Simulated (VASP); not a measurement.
# NaLi5 (Amm2) in VASP: notebook, part 3 of 3

VASP 6.6.1. The steps go on from the part before.

**4. Single point, PBE (23.65 Å³/atom)**

This run uses another cell than the first one, of 23.65 Å³/atom.

INCAR

```
SYSTEM = NaLi5
  PREC = Accurate
  ENCUT = 520
  EDIFF = 1E-6
  ISMEAR = 0
  SIGMA = 0.1
  LREAL = .False.
  LASPH = .True.
  NELM = 80
  ALGO = Fast
  ISIF = 2
  LWAVE = .False.
  LCHARG = .False.
  GGA = PE
  NBANDS = 20
```

KPOINTS

```
regular mesh
0
Gamma
  8 8 8
  0 0 0
```

POSCAR

```
NaLi5
1.0
    4.8695907944      0.0000000000      0.0000000000
    0.0000000000      5.9588873918      2.4451605979
    0.0000000000     -5.9588873918      2.4451605979
Na Li
1 5
Direct
    0.0000000000      0.0833590875      0.0833590875
    0.0000000000      0.4104066031      0.7563122102
    0.0000000000      0.7563122102      0.4104066031
    0.5000000000      0.5832815343      0.5832815343
    0.5000000000      0.2610547217      0.9054323756
    0.5000000000      0.9054323756      0.2610547217
```

Potentials or basis: VASP PAW PBE potentials, release 64 (Na_pv, Li_sv).

Launch:

```
> cat potpaw_PBE.64/Na_pv/POTCAR potpaw_PBE.64/Li_sv/POTCAR > POTCAR
> mpirun -np 1 vasp_std > vasp.out
```

OUTCAR:

```text
SYSTEM = NaLi5
   PREC = Accurate
   ENCUT = 520
   EDIFF = 1E-6
   ISMEAR = 0
   LREAL = .False.
   LASPH = .True.
   NELM = 80
   ISIF = 2
   GGA = PE

 ion  position               nearest neighbor table
   1  0.000  0.083  0.083-
   2  0.000  0.410  0.756-
   3  0.000  0.756  0.410-
   4  0.500  0.583  0.583-
   5  0.500  0.261  0.905-
   6  0.500  0.905  0.261-

  LATTYP: Found a base centered orthorhombic cell.
 ALAT       =     4.8903211958
 B/A-ratio  =     2.4370126841
 C/A-ratio  =     0.9957609326

  Lattice vectors:

 A1 = (   0.0000000000,   5.9588873918,   2.4451605979)
 A2 = (   0.0000000000,  -5.9588873918,   2.4451605979)
 A3 = (   4.8695907944,   0.0000000000,   0.0000000000)

Analysis of symmetry for initial positions (statically):
=====================================================================
 Subroutine PRICEL returns:
 Original cell was already a primitive cell.

 Routine SETGRP: Setting up the symmetry group for a
 base centered orthorhombic supercell.

 Subroutine GETGRP returns: Found  4 space group operations
 (whereof  4 operations were pure point group operations)
 out of a pool of  8 trial point group operations.

The static configuration has the point symmetry C_2v.

Analysis of symmetry for dynamics (positions and initial velocities):
=====================================================================
 Subroutine PRICEL returns:
 Original cell was already a primitive cell.

 Routine SETGRP: Setting up the symmetry group for a
 base centered orthorhombic supercell.

 Subroutine GETGRP returns: Found  4 space group operations
 (whereof  4 operations were pure point group operations)
 out of a pool of  8 trial point group operations.

The dynamic configuration has the point symmetry C_2v.

 Subroutine INISYM returns: Found  4 space group operations
 (whereof  4 operations are pure point group operations),
 and found     1 'primitive' translations

----------------------------------------------------------------------------------------

                                     Primitive cell

  volume of cell :     141.9041

  direct lattice vectors                    reciprocal lattice vectors
     4.869590794  0.000000000  0.000000000     0.205356064  0.000000000  0.000000000
     0.000000000  5.958887392  2.445160598     0.000000000  0.083908281  0.204485546
     0.000000000 -5.958887392  2.445160598     0.000000000 -0.083908281  0.204485546

  length of vectors
     4.869590794  6.441051878  6.441051878     0.205356064  0.221031532  0.221031532

  position of ions in fractional coordinates (direct lattice)
     0.000000000  0.083359087  0.083359087
     0.000000000  0.410406603  0.756312210
     0.000000000  0.756312210  0.410406603
     0.500000000  0.583281534  0.583281534
     0.500000000  0.261054722  0.905432376
     0.500000000  0.905432376  0.261054722

  ion indices of the primitive-cell ions
[... 26 lines left out ...]
  Shift w.r.t. Gamma in fractional coordinates (k-lattice)
     0.000000000  0.000000000  0.000000000

 Subroutine IBZKPT returns following result:
 ===========================================

 Found    105 irreducible k-points:

 Following reciprocal coordinates:
            Coordinates               Weight
  0.000000  0.000000  0.000000      1.000000
  0.125000  0.000000  0.000000      2.000000
  0.250000  0.000000  0.000000      2.000000
  0.375000  0.000000  0.000000      2.000000
  0.500000  0.000000  0.000000      1.000000
  0.000000  0.125000  0.000000      4.000000
[... 16 lines left out ...]
  0.250000  0.500000  0.000000      4.000000
  0.375000  0.500000  0.000000      4.000000
 [... further k-points ...]
   k-points           NKPTS =    105   k-points in BZ     NKDIM =    105   number of bands    NBANDS=     20
   number of dos      NEDOS =    301   number of ions     NIONS =      6
   total plane-waves  NPLWV =  82944
   dimension x,y,z NGX =    36 NGY =   48 NGZ =   48
   dimension x,y,z NGXF=    72 NGYF=   96 NGZF=   96
   ions per type =               1   5
   NGX,Y,Z   is equivalent  to a cutoff of  12.29, 12.39, 12.39 a.u.
   NGXF,Y,Z  is equivalent  to a cutoff of  24.58, 24.78, 24.78 a.u.
 SYSTEM =  NaLi5
   PREC   = accura    normal or accurate (medium, high low for compatibility)
   ISTART =      0    job   : 0-new  1-cont  2-samecut
   ICHARG =      2    charge: 1-file 2-atom 10-const
   ISPIN  =      1    spin polarized calculation?
   LNONCOLLINEAR =      F non collinear calculations
   LSORBIT =      F    spin-orbit coupling
   LASPH  =      T    aspherical Exc in radial PAW
   ENCUT  =  520.0 eV  38.22 Ry    6.18 a.u.   9.05 11.98 11.98*2*pi/ulx,y,z
   NELM   =     80;   NELMIN=  2; NELMDL= -5     # of ELM steps
   EDIFF  = 0.1E-05   stopping-criterion for ELM
   LREAL  =      F    real-space projection
   EDIFFG = 0.1E-04   stopping-criterion for IOM
   NSW    =      0    number of steps for IOM
   IBRION =     -1    ionic relax: 0-MD 1-quasi-New 2-CG
   NFREE  =      0    steps in history (QN), initial steepest desc. (CG)
   ISIF   =      2    stress and relaxation
   ISYM   =      2    0-nonsym 1-usesym 2-fastsym
   POTIM  = 0.5000    time-step for ionic-motion
   TEBEG  =    0.0;   TEEND  =   0.0 temperature during run
   PSTRESS=    0.0 pullay stress
   NELECT =      22.0000    total number of electrons
   NUPDOWN=      -1.0000    fix difference up-down
   EMIN   =  10.00;   EMAX   =-10.00  energy-range for DOS
   EFERMI =   0.00;   METHOD = LEGACY
   ISMEAR =     0;   SIGMA  =   0.10  broadening in eV -4-tet -1-fermi 0-gaus
   EFERMI_NEDOS =   21; number of points for ismear=-14 and -15
   IALGO  =     68    algorithm
   IMIX   =      4    mixing-type and parameters
     AMIX     =   0.40;   BMIX     =  1.00
     AMIX_MAG =   1.60;   BMIX_MAG =  1.00
  volume/ion in A,a.u.               =      23.65       159.60
  Fermi-wavevector in a.u.,A,eV,Ry     =   0.879463  1.661943 10.523487  0.773454
  Thomas-Fermi vector in A             =   1.999690
   LORBIT       =      0    0 simple, 1 ext, 2 COOP (PROOUT), +10 PAW based schemes
   GGA     = PE    functional components
   LHFCALC =     F    Hartree Fock is set to
   AEXX    =    0.0000 exact exchange contribution
   IVDW    =     0    specifies the selected vdW correction
   LEPSILON=     F    determine dielectric tensor
   LRPA    =     F    only Hartree local field effects (RPA)
 non-spin polarized calculation
 RMM-DIIS sequential band-by-band and
 Gauss-broadening in eV      SIGMA  =   0.10
  energy-cutoff  :      520.00
  volume of cell :      141.90
 maximum number of plane-waves:      3841
   NGX = 19   NGY = 23   NGZ = 23

 number of electron      22.0000003 magnetization

 Free energy of the ion-electron system (eV)
  ---------------------------------------------------
  ext. energy  EPLUGINS =         0.00000000
  ---------------------------------------------------
  free energy    TOTEN  =       -10.65916595 eV

  energy without entropy =      -10.64682022  energy(sigma->0) =      -10.65299309

 E-fermi :   0.5099     XC(G=0):  -6.8666

 val. band max:        0.5039602809   @ k =   0.0000   0.1250   0.1250
 cond. band min:       0.5344377695   @ k =   0.1250   0.0000   0.0000
 fundamental gap:      0.0304774886
 Fermi energy:         0.5099494311

 k-point     1 :       0.0000    0.0000    0.0000
  band No.  band energies     occupation
      1     -46.3865      2.00000
      2     -46.3197      2.00000
      3     -46.3131      2.00000
      4     -46.2964      2.00000
      5     -46.2898      2.00000
      6     -23.8597      2.00000
[... 541 lines left out ...]
     19       6.2145      0.00000
     20       6.5805      0.00000

 [... further k-points ...]

------------------------ aborting loop because EDIFF is reached ----------------------------------------

  FORCE on cell =-STRESS in cart. coord.  units (eV):
  Direction    XX          YY          ZZ          XY          YZ          ZX
  --------------------------------------------------------------------------------------
  -------------------------------------------------------------------------------------
  Total       -0.3411134     -0.3380070     -0.3461040      0.0000000      0.0000000      0.0000000
  in kB       -3.8513614     -3.8162891     -3.9077084      0.0000000      0.0000000      0.0000000
  external PRESSURE =      -3.8584530 kB  Pullay stress =       0.0000000 kB

 VOLUME and BASIS-vectors are now :
 -----------------------------------------------------------------------------
  energy-cutoff  :      520.00
  volume of cell :      141.90
      direct lattice vectors                 reciprocal lattice vectors
     4.869590794  0.000000000  0.000000000     0.205356064  0.000000000  0.000000000
     0.000000000  5.958887392  2.445160598     0.000000000  0.083908281  0.204485546
     0.000000000 -5.958887392  2.445160598     0.000000000 -0.083908281  0.204485546

 POSITION                                       TOTAL-FORCE (eV/Angst)
 -----------------------------------------------------------------------------------
      0.00000      0.00000      0.40765         0.000000     -0.000000     -0.000100
      0.00000     -2.06121      2.85281         0.000000     -0.000995     -0.000121
      0.00000      2.06121      2.85281         0.000000      0.000995     -0.000121
      2.43480      0.00000      2.85243         0.000000     -0.000000      0.000049
      2.43480     -3.83977      2.85225         0.000000      0.000244      0.000147
      2.43480      3.83977      2.85225         0.000000     -0.000244      0.000147
 -----------------------------------------------------------------------------------
    total drift:                                0.000000     -0.000000      0.000008

  FREE ENERGIE OF THE ION-ELECTRON SYSTEM (eV)
  ---------------------------------------------------
  free  energy   TOTEN  =       -10.6591659530 eV

  energy  without entropy=      -10.6468202203  energy(sigma->0) =      -10.65299309
```

Run time: 19 min. Hardware: 1 thread of Oxide Virtual Turin-like, shared host; peak memory 0.38 GiB.

Results:

```
Free energy            : -10.6592 eV
Band gap on the k mesh : zero (bands 11 and 12 overlap by 2.17 eV)
```

Caveat: the cutoff is under 1.25 times the usual one of these potentials, so pressure, stress and relaxed cells hold a basis-set (Pulay) error.

**5. Single point, PBE (24.34 Å³/atom)**

This run uses another cell than the first one, of 24.34 Å³/atom.

INCAR

```
  PREC = Accurate
  ENCUT = 520
  EDIFF = 1E-6
  ISMEAR = 0
  SIGMA = 0.1
  LREAL = F
  LASPH = T
  NELM = 60
  ALGO = Fast
  ISIF = 2
  LWAVE = F
  LCHARG = F
  GGA = PE
  NBANDS = 20
```

KPOINTS

```
regular mesh
0
Gamma
  8 8 8
```

POSCAR: that of step 4 with these lines changed.

```diff
@@ -2,5 +2,5 @@
 1.0
-    4.8695907944      0.0000000000      0.0000000000
-    0.0000000000      5.9588873918      2.4451605979
-    0.0000000000     -5.9588873918      2.4451605979
+    4.9164166554      0.0000000000      0.0000000000
+    0.0000000000      6.0161879011      2.4686731999
+    0.0000000000     -6.0161879011      2.4686731999
 Na Li
```

Launch:

```
> cat potpaw_PBE.64/Na_pv/POTCAR potpaw_PBE.64/Li_sv/POTCAR > POTCAR
> mpirun -np 1 vasp_std > vasp.out
```

Run time: 16 min. Hardware: 1 thread of Oxide Virtual Turin-like, shared host; peak memory 0.4 GiB.

The run converged. Its results:

```
Free energy            : -10.6471 eV
Band gap on the k mesh : zero (bands 11 and 12 overlap by 2.15 eV)
```

Forces on the atoms (eV/Å):
```
Na   0.000  0.000  0.000
Li   0.000 -0.003  0.000
Li   0.000  0.003  0.000
Li   0.000  0.000  0.000
Li   0.000  0.003  0.000
Li   0.000 -0.003  0.000
```

Levels at points of the mesh, in eV from the Fermi level:
```tsv
k point	band 8	band 9	band 10	band 11	band 12	band 13	band 14	band 15
(0.00, 0.00, 0.00)	-24.39	-3.47	-0.05	-0.03	0.75	1.39	2.12	2.99
(0.50, 0.00, 0.00)	-24.39	-2.26	-2.12	0.85	0.90	1.30	1.37	2.88
(0.00, 0.50, 0.00)	-24.39	-2.05	-1.93	-0.42	-0.22	2.25	2.52	2.65
(0.50, 0.50, 0.00)	-24.39	-0.83	-0.82	-0.67	-0.65	0.18	0.26	2.26
(0.00, 0.50, 0.50)	-24.39	-2.64	-2.57	0.71	1.43	2.14	2.98	3.15
(0.50, 0.50, 0.50)	-24.39	-1.43	-1.40	-1.36	-1.21	2.02	2.40	3.54
```

Caveat: the cutoff is under 1.25 times the usual one of these potentials, so pressure, stress and relaxed cells hold a basis-set (Pulay) error.

**6. The runs side by side**

| cell | gap on the mesh (eV) |
| --- | --- |
| a = 4.723, b = 6.248, c = 6.248 Å, angles 135.4, 90.0, 90.0°, 6 atoms | none |
| a = 4.773, b = 6.313, c = 6.313 Å, angles 135.4, 90.0, 90.0°, 6 atoms | none |
| a = 4.870, b = 6.441, c = 6.441 Å, angles 135.4, 90.0, 90.0°, 6 atoms | none |
| a = 4.916, b = 6.503, c = 6.503 Å, angles 135.4, 90.0, 90.0°, 6 atoms | none |

Alike in all rows: task single point; level PBE; potentials or basis VASP PAW PBE potentials, release 64 (Na_pv, Li_sv); no spin polarisation; k mesh 8 × 8 × 8; cutoff (eV) 520; smearing gaussian 0.1 eV.

Caveats: the cutoff is under 1.25 times the usual one of these potentials, so pressure, stress and relaxed cells hold a basis-set (Pulay) error.

Absolute energies hang on the potentials; compare differences alone.

The gap in the log of VASP goes by the Fermi energy; the results here count the filled bands.